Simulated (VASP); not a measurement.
# MnO (Fm-3m) in VASP: settings compared

The runs below take MnO through relaxation of cell and atoms, with BLYP+D3(BJ), RPBE+D4.

All numbers are computed with VASP 6.6.1; they aren't measurements. Logs are shortened: lines on timing, memory, paths and dates and some standing lists are left out, and cuts for length are marked.

## Step 1: The cell of the first run

Symmetry: Fm-3m, No. 225, cubic system. Conventional cell: a = 4.448 Å, b = 4.448 Å, c = 4.448 Å, α = 90.00°, β = 90.00°, γ = 90.00°. Within 2.9 Å of Mn (site symmetry m-3m) lie 6 O at 2.22 Å. Within 2.9 Å of O (site symmetry m-3m) lie 6 Mn at 2.22 Å.

## Step 2: Relaxation of cell and atoms, BLYP+D3(BJ), collinear spin, ferromagnetic start

INCAR

```
  PREC = Accurate
  ENCUT = 600
  EDIFF = 1E-6
  ISMEAR = -1
  SIGMA = 0.05
  LREAL = F
  LASPH = T
  NELM = 150
  ALGO = Normal
  ISIF = 3
  LWAVE = F
  LCHARG = F
  ISPIN = 2
  MAGMOM = 4 0
  LORBIT = 11
  LMAXMIX = 4
  GGA = B5
  ALDAX = 1.0
  AGGAX = 1.0
  AGGAC = 1.0
  ALDAC = 0.0
  IVDW = 12
  VDW_S6 = 1.0
  VDW_S8 = 2.6996
  VDW_A1 = 0.4298
  VDW_A2 = 4.2359
  IBRION = 2
  NSW = 80
  EDIFFG = -0.005
```

KPOINTS

```
Automatic mesh
0
Gamma
  10 10 10
```

POSCAR

```
MnO
1.0
    0.0000000000      2.2239077028      2.2239077028
    2.2239077028      0.0000000000      2.2239077028
    2.2239077028      2.2239077028      0.0000000000
Mn O
1 1
Direct
    0.0000000000      0.0000000000      0.0000000000
    0.5000000000      0.5000000000      0.5000000000
```

Potentials or basis: VASP PAW PBE potentials, release 64 (Mn_pv, O).

Run with:

```bash
$ cat potpaw_PBE.64/Mn_pv/POTCAR potpaw_PBE.64/O/POTCAR > POTCAR
$ mpirun -np 1 vasp_std > vasp.out
```

OUTCAR:

```text
PREC = Accurate
   ENCUT = 600
   EDIFF = 1E-6
   ISMEAR = -1
   LREAL = F
   LASPH = T
   NELM = 150
   ISIF = 3
   ISPIN = 2
   LORBIT = 11
   GGA = B5
   IVDW = 12
   IBRION = 2
   NSW = 80
   EDIFFG = -0.005
 IVDW          = 12

 ion  position               nearest neighbor table
   1  0.000  0.000  0.000-   2 2.22   2 2.22   2 2.22   2 2.22   2 2.22   2 2.22
   2  0.500  0.500  0.500-   1 2.22   1 2.22   1 2.22   1 2.22   1 2.22   1 2.22

  LATTYP: Found a face centered cubic cell.
 ALAT       =     4.4478154056

  Lattice vectors:

 A1 = (   0.0000000000,   2.2239077028,   2.2239077028)
 A2 = (   2.2239077028,   0.0000000000,   2.2239077028)
 A3 = (   2.2239077028,   2.2239077028,   0.0000000000)

Analysis of symmetry for initial positions (statically):
=====================================================================
 Subroutine PRICEL returns:
 Original cell was already a primitive cell.

 Routine SETGRP: Setting up the symmetry group for a
 face centered cubic supercell.

 Subroutine GETGRP returns: Found 48 space group operations
 (whereof 48 operations were pure point group operations)
 out of a pool of 48 trial point group operations.

The static configuration has the point symmetry O_h .

Analysis of symmetry for dynamics (positions and initial velocities):
=====================================================================
 Subroutine PRICEL returns:
 Original cell was already a primitive cell.

 Routine SETGRP: Setting up the symmetry group for a
 face centered cubic supercell.

 Subroutine GETGRP returns: Found 48 space group operations
 (whereof 48 operations were pure point group operations)
 out of a pool of 48 trial point group operations.

The dynamic configuration has the point symmetry O_h .

Analysis of structural, dynamic, and magnetic symmetry:
=====================================================================
 Subroutine PRICEL returns:
 Original cell was already a primitive cell.

 Routine SETGRP: Setting up the symmetry group for a
 face centered cubic supercell.

 Subroutine GETGRP returns: Found 48 space group operations
 (whereof 48 operations were pure point group operations)
 out of a pool of 48 trial point group operations.

The overall configuration has the point symmetry O_h .

 Subroutine INISYM returns: Found 48 space group operations
[... 80 lines left out ...]
   number of dos      NEDOS =    301   number of ions     NIONS =      2
   total plane-waves  NPLWV =  21952
   dimension x,y,z NGX =    28 NGY =   28 NGZ =   28
   dimension x,y,z NGXF=    56 NGYF=   56 NGZF=   56
   ions per type =               1   1
   NGX,Y,Z   is equivalent  to a cutoff of  14.80, 14.80, 14.80 a.u.
   NGXF,Y,Z  is equivalent  to a cutoff of  29.60, 29.60, 29.60 a.u.
 SYSTEM =  unknown system
   PREC   = accura    normal or accurate (medium, high low for compatibility)
   ISTART =      0    job   : 0-new  1-cont  2-samecut
   ICHARG =      2    charge: 1-file 2-atom 10-const
   ISPIN  =      2    spin polarized calculation?
   LNONCOLLINEAR =      F non collinear calculations
   LSORBIT =      F    spin-orbit coupling
   LASPH  =      T    aspherical Exc in radial PAW
   ENCUT  =  600.0 eV  44.10 Ry    6.64 a.u.   6.28  6.28  6.28*2*pi/ulx,y,z
   NELM   =    150;   NELMIN=  2; NELMDL= -5     # of ELM steps
   EDIFF  = 0.1E-05   stopping-criterion for ELM
   LREAL  =      F    real-space projection
   EDIFFG = -.5E-02   stopping-criterion for IOM
   NSW    =     80    number of steps for IOM
   IBRION =      2    ionic relax: 0-MD 1-quasi-New 2-CG
   NFREE  =      1    steps in history (QN), initial steepest desc. (CG)
   ISIF   =      3    stress and relaxation
   ISYM   =      2    0-nonsym 1-usesym 2-fastsym
   POTIM  = 0.5000    time-step for ionic-motion
   TEBEG  =    0.0;   TEEND  =   0.0 temperature during run
   PSTRESS=    0.0 pullay stress
   NELECT =      19.0000    total number of electrons
   NUPDOWN=      -1.0000    fix difference up-down
   EMIN   =  10.00;   EMAX   =-10.00  energy-range for DOS
   EFERMI =   0.00;   METHOD = LEGACY
   ISMEAR =    -1;   SIGMA  =   0.05  broadening in eV -4-tet -1-fermi 0-gaus
   EFERMI_NEDOS =   21; number of points for ismear=-14 and -15
   IALGO  =     38    algorithm
   IMIX   =      4    mixing-type and parameters
     AMIX     =   0.40;   BMIX     =  1.00
     AMIX_MAG =   1.60;   BMIX_MAG =  1.00
  volume/ion in A,a.u.               =      11.00        74.22
  Fermi-wavevector in a.u.,A,eV,Ry     =   1.559071  2.946217 33.071721  2.430703
  Thomas-Fermi vector in A             =   2.662483
   LORBIT       =     11    0 simple, 1 ext, 2 COOP (PROOUT), +10 PAW based schemes
   GGA     = B5    functional components
   LHFCALC =     F    Hartree Fock is set to
   AEXX    =    0.0000 exact exchange contribution
   IVDW    =    12    specifies the selected vdW correction
   LEPSILON=     F    determine dielectric tensor
   LRPA    =     F    only Hartree local field effects (RPA)
 conjugate gradient relaxation of ions
 spin polarized calculation
  energy-cutoff  :      600.00
  volume of cell :       22.00
 maximum number of plane-waves:       754
 NGX is ok and might be reduce to    28
   NGX = 13   NGY = 13   NGZ = 13

--------------------------------------- Ionic step        1  -------------------------------------------

 number of electron      18.9999997 magnetization       4.7030729

 Free energy of the ion-electron system (eV)
  ---------------------------------------------------
  ext. energy  EPLUGINS =         0.00000000
  ---------------------------------------------------
  free energy    TOTEN  =       -15.29233619 eV

  energy without entropy =      -15.28134311  energy(sigma->0) =      -15.28683965

 E-fermi :   7.8346     XC(G=0): -11.3277

 val. band max:        7.8309218615   @ k =   0.2000   0.2000   0.0000
 cond. band min:       7.8429597424   @ k =  -0.2000   0.2000   0.0000
 fundamental gap:      0.0120378810
 Fermi energy:         7.8345897568
[... 2030 lines left out ...]
--------------------------------------- Ionic step        8  -------------------------------------------

 number of electron      19.0000017 magnetization       4.9999566

 Free energy of the ion-electron system (eV)
  ---------------------------------------------------
  ext. energy  EPLUGINS =         0.00000000
  ---------------------------------------------------
  free energy    TOTEN  =       -13.45171604 eV

  energy without entropy =      -13.45071848  energy(sigma->0) =      -13.45121726

 E-fermi :   1.6552     XC(G=0):  -8.5984

 val. band max:        1.5077112677   @ k =   0.5000   0.0000   0.0000
 cond. band min:       1.7097966026   @ k =   0.1000   0.0000   0.0000
 fundamental gap:      0.2020853349
 Fermi energy:         1.6551623132
[... 903 lines left out ...]
  FREE ENERGIE OF THE ION-ELECTRON SYSTEM (eV)
  ---------------------------------------------------
  free  energy   TOTEN  =       -15.4212616387 eV

  energy  without entropy=      -15.4202640793  energy(sigma->0) =      -15.42076286

 reached required accuracy - stopping structural energy minimisation

 total charge

# of ion       s       p       d       tot
------------------------------------------
    1        0.154   6.056   4.861  11.071
    2        1.581   3.244   0.000   4.825
--------------------------------------------------
tot          1.735   9.300   4.861  15.896

 magnetization (x)

# of ion       s       p       d       tot
------------------------------------------
    1        0.030   0.008   4.499   4.537
    2        0.014   0.162   0.000   0.176
--------------------------------------------------
tot          0.043   0.170   4.499   4.713
```

CONTCAR:

```text
MnO
   1.00000000000000
     0.0000000000000000    2.6866266342513221    2.6866266342513221
     2.6866266342513221    0.0000000000000000    2.6866266342513221
     2.6866266342513221    2.6866266342513221   -0.0000000000000000
  Mn              O
     1     1
Direct
     1.0000000000000000    0.0000000000000000    0.0000000000000000
     0.5000000000000000    0.5000000000000000    0.5000000000000000

  0.00000000E+00  0.00000000E+00  0.00000000E+00
  0.00000000E+00  0.00000000E+00  0.00000000E+00
```

Run time: 14 min. Hardware: 1 thread of Intel Xeon 8259CL, shared host; peak memory 0.21 GiB.

Results:

```
Free energy                                           : -15.4213 eV
Relaxed volume                                        : 19.39 Å³/atom
Relaxed cell                                          : a = 3.799 Å, b = 3.799 Å, c = 3.799 Å, α = 60.00°, β = 60.00°, γ = 60.00°
Space group after relaxing (to 0.1 Å)                 : Fm-3m (No. 225)
Pressure after relaxing                               : 0.0 GPa
Band gap on the k mesh                                : zero (filled and empty bands overlap)
Net moment                                            : 5.00 μB per cell
Site moments                                          : Mn +4.54; O +0.18 μB
Valence electrons inside the program's atomic spheres : Mn 11.07; O 4.83
Dispersion energy per atom                            : -0.985 eV
```

Final structure:
```xyz
2
Lattice="0.0000 2.6866 2.6866 2.6866 0.0000 2.6866 2.6866 2.6866 0.0000" Properties=species:S:1:pos:R:3 pbc="T T T"
Mn    0.0000    2.6866    2.6866
O     2.6866    2.6866    2.6866
```

Levels at points of the mesh, in eV from the Fermi level:
Spin up:
| k point | band 10 | band 11 | band 12 | band 13 | band 14 | band 15 |
| --- | --- | --- | --- | --- | --- | --- |
| (0.00, 0.00, 0.00) | -1.09 | -1.09 | -1.09 | -0.69 | 12.72 | 12.72 |
| (0.50, 0.00, 0.00) | -1.75 | -0.15 | -0.15 | 3.84 | 4.70 | 9.45 |
| (0.50, 0.50, 0.00) | -2.12 | -1.62 | -1.62 | 2.86 | 6.42 | 9.76 |
Spin down:
```csv
k point,band 4,band 5,band 6,band 7,band 8,band 9,band 10,band 11
"(0.00, 0.00, 0.00)",-15.70,-0.81,-0.81,-0.81,0.19,1.54,1.54,1.54
"(0.50, 0.00, 0.00)",-15.48,-3.07,-1.51,-1.51,1.96,1.96,1.96,2.64
"(0.50, 0.50, 0.00)",-15.46,-2.43,-1.33,-1.33,1.03,1.71,1.93,2.13
```

Caveat: the volume moved by over 15 % at a fixed basis, so the end points are rough; the PAW data sets were made with another functional, which shifts forces and pressure a little; a cell with one magnetic atom can't hold antiferromagnetic order, which such compounds often take; semilocal functionals often make such compounds metallic where correlation or magnetic order opens a gap, which also shifts bond lengths. With open d or f shells a metallic result of BLYP can be an artefact of self-interaction; +U or a hybrid may open a gap.

## Step 3: Relaxation of cell and atoms, RPBE+D4, collinear spin, ferromagnetic start

INCAR

```
PREC = Accurate
ENCUT = 600
EDIFF = 1E-6
ISMEAR = -1
SIGMA = 0.05
LREAL = False
LASPH = True
NELM = 150
ALGO = Normal
ISIF = 3
LWAVE = False
LCHARG = False
ISPIN = 2
MAGMOM = 4 0
LORBIT = 11
LMAXMIX = 4
GGA = RP
IVDW = 13
IBRION = 2
NSW = 80
EDIFFG = -0.005
```

KPOINTS

```
regular mesh
0
Gamma
  10 10 10
```

POSCAR is that of step 2.

Potentials or basis: VASP PAW PBE potentials, release 64 (Mn_pv, O).

Run with:

```bash
$ cat potpaw_PBE.64/Mn_pv/POTCAR potpaw_PBE.64/O/POTCAR > POTCAR
$ mpirun -np 1 vasp_std > vasp.out
```

OUTCAR:

```text
PREC = Accurate
   ENCUT = 600
   EDIFF = 1E-6
   ISMEAR = -1
   LREAL = False
   LASPH = True
   NELM = 150
   ISIF = 3
   ISPIN = 2
   LORBIT = 11
   GGA = RP
   IVDW = 13
   IBRION = 2
   NSW = 80
   EDIFFG = -0.005

 ion  position               nearest neighbor table
   1  0.000  0.000  0.000-   2 2.22   2 2.22   2 2.22   2 2.22   2 2.22   2 2.22
   2  0.500  0.500  0.500-   1 2.22   1 2.22   1 2.22   1 2.22   1 2.22   1 2.22

  LATTYP: Found a face centered cubic cell.
 ALAT       =     4.4478154056

  Lattice vectors:

 A1 = (   0.0000000000,   2.2239077028,   2.2239077028)
 A2 = (   2.2239077028,   0.0000000000,   2.2239077028)
 A3 = (   2.2239077028,   2.2239077028,   0.0000000000)

Analysis of symmetry for initial positions (statically):
=====================================================================
[... 707 lines left out ...]
      6       2.4938      1.00000
      7       2.7674      1.00000
      8       4.0538      1.00000
      9       5.5151      1.00000
     10       5.7629      1.00000
     11       5.9333      1.00000
     12       6.3232      1.00000
     13      12.6707      0.00000
     14      16.6946      0.00000
     15      18.0583      0.00000

 [... further k-points ...]

 spin component 2

 k-point     1 :       0.0000    0.0000    0.0000
  band No.  band energies     occupation
      1     -37.9322      1.00000
      2     -37.9322      1.00000
      3     -37.9322      1.00000
      4     -12.1632      1.00000
      5       4.4177      1.00000
      6       4.4177      1.00000
      7       4.4177      1.00000
      8       8.6553      0.00000
      9       8.6553      0.00000
     10       8.6553      0.00000
     11       8.7496      0.00000
     12       9.2719      0.00000
     13       9.2719      0.00000
     14      22.5200      0.00000
[... 448 lines left out ...]
  FREE ENERGIE OF THE ION-ELECTRON SYSTEM (eV)
  ---------------------------------------------------
  free  energy   TOTEN  =       -17.0499985682 eV

  energy  without entropy=      -17.0435979420  energy(sigma->0) =      -17.04679826

 reached required accuracy - stopping structural energy minimisation

 total charge

# of ion       s       p       d       tot
------------------------------------------
    1        0.200   6.177   4.974  11.351
    2        1.562   3.434   0.000   4.996
--------------------------------------------------
tot          1.762   9.611   4.974  16.347

 magnetization (x)

# of ion       s       p       d       tot
------------------------------------------
    1        0.034   0.028   4.307   4.368
    2        0.030   0.170   0.000   0.200
--------------------------------------------------
tot          0.063   0.198   4.307   4.568
```

CONTCAR:

```text
MnO
   1.00000000000000
     0.0000000000000000    2.2174525469551054    2.2174525469551054
     2.2174525469551054    0.0000000000000000    2.2174525469551054
     2.2174525469551054    2.2174525469551054    0.0000000000000000
  Mn              O
     1     1
Direct
     0.0000000000000000    0.0000000000000000    0.0000000000000000
     0.5000000000000000    0.5000000000000000    0.5000000000000000

  0.00000000E+00  0.00000000E+00  0.00000000E+00
  0.00000000E+00  0.00000000E+00  0.00000000E+00
```

Run time: 2.6 min. Hardware: 1 thread of Intel Xeon 8259CL, shared host; peak memory 0.2 GiB.

What came out:

* Free energy: -17.0500 eV
* Relaxed volume: 10.90 Å³/atom
* Relaxed cell: a = 3.136 Å, b = 3.136 Å, c = 3.136 Å, α = 60.00°, β = 60.00°, γ = 60.00°
* Space group after relaxing (to 0.1 Å): Fm-3m (No. 225)
* Energy gained by relaxing: 0.3 meV/atom
* Ionic steps: 3
* Pressure after relaxing: 0.0 GPa
* Net moment: 4.81 μB per cell
* Site moments: Mn +4.37; O +0.20 μB
* Valence electrons inside the program's atomic spheres: Mn 11.35; O 5.00
* Dispersion energy per atom: -0.674 eV

The path:
| step | energy change (eV) | largest force (eV/Å) | pressure (GPa) | volume (Å³) |
| --- | --- | --- | --- | --- |
| 1 | 0.0000 | 0.0000 | -1.16 | 22.00 |
| 2 | -0.0006 | 0.0000 | 0.37 | 21.75 |
| 3 | -0.0007 | 0.0000 | 0.00 | 21.81 |

Final structure:
```xyz
2
Lattice="0.0000 2.2175 2.2175 2.2175 0.0000 2.2175 2.2175 2.2175 0.0000" Properties=species:S:1:pos:R:3 pbc="T T T"
Mn    0.0000    0.0000    0.0000
O     2.2175    2.2175    2.2175
```

Caveat: the PAW data sets were made with another functional, which shifts forces and pressure a little; a cell with one magnetic atom can't hold antiferromagnetic order, which such compounds often take; semilocal functionals often make such compounds metallic where correlation or magnetic order opens a gap, which also shifts bond lengths. With open d or f shells a metallic result of RPBE can be an artefact of self-interaction; +U or a hybrid may open a gap.

The gap in the log of VASP goes by the Fermi energy; the results here count the filled bands.